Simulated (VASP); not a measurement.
Here is a VASP 6.6.1 calculation.

The input INCAR:

```
PREC = Accurate
ENCUT = 520
EDIFF = 1E-6
ISMEAR = 0
SIGMA = 0.02
LREAL = Auto
LASPH = True
NELM = 80
ALGO = Normal
ISIF = 2
LWAVE = False
LCHARG = False
GGA = PE
NBANDS = 86
NELECT = 128.0
```

Contents of KPOINTS:

```
Automatic mesh
0
Gamma
  2 2 2
  0.5 0.5 0.5
```

Contents of POSCAR:

```
B16P16H
1.0
    4.5481927936      4.5481927936     -4.5481927936
   -4.5481927936     -4.5481927936     -4.5481927936
   -4.5481927936      4.5481927936      4.5481927936
B P H
16 16 1
Direct
    0.2502676451      0.5001695406      0.2511993339
    0.4992637962      0.2485324504      0.2491674279
    0.7490870890     -0.0010130397      0.2488498292
    0.7487996122      0.5061497180      0.7500388956
   -0.0000100040      0.5002130743      0.4994939975
    0.2506639564      0.2503264597      0.5001531604
    0.5003554386      0.0006402543      0.4991052717
    0.7472241513      0.7439997937      0.4958389194
    0.0001377470      0.7493921552      0.2509232901
    0.5005460637      0.5002121949     -0.0000887166
    0.7512737817      0.2515697007      0.0009554344
    0.0024438278      0.2724811934      0.7500198771
    0.2566192888      1.0029974997      0.7500429632
    0.5001462346      0.7512674056      0.7500316400
    0.0014120993     -0.0018646967      0.0042178291
    0.2505525935      0.7507913923      0.0005955113
    0.2540124292      0.5038101074      0.0047603523
    0.5019520068      0.2519867895      0.0019310967
    0.7498158400     -0.0001733656     -0.0008916728
    0.7486097566      0.4965135830      0.4976798704
    0.0008391245      0.5005637631      0.2506608782
    0.2512074690      0.2506098690      0.2506538425
    0.5002205498     -0.0000416649      0.2494153286
    0.7505807592      0.7499821698      0.2493958703
    0.0009702755      0.7488534797      0.0024126066
    0.4984042240      0.5015068849      0.7500320797
    0.7416921738      0.2575923126      0.7500158095
   -0.0007399642      0.2490251736      0.4952859525
    0.2500672358      0.0000944331      0.4981507167
    0.5007416359      0.7507584122      0.5009560068
    0.0019701232     -0.0259581125      0.7500000890
    0.2497421617      0.7489789142      0.7500370268
   -0.1042438220      0.1113513703     -0.2492463604
```

Potentials or basis: VASP PAW PBE potentials, release 64 (B, P, H).

The run is started by

```sh
$ cat potpaw_PBE.64/B/POTCAR potpaw_PBE.64/P/POTCAR potpaw_PBE.64/H/POTCAR > POTCAR
$ mpirun -np 1 vasp_std > vasp.out
```

(1) What does it give for the largest force?

Results:

(1) 0.195 eV/Å.

Caveat: the cell carries a net charge on a neutralising background, which shifts energy and pressure.
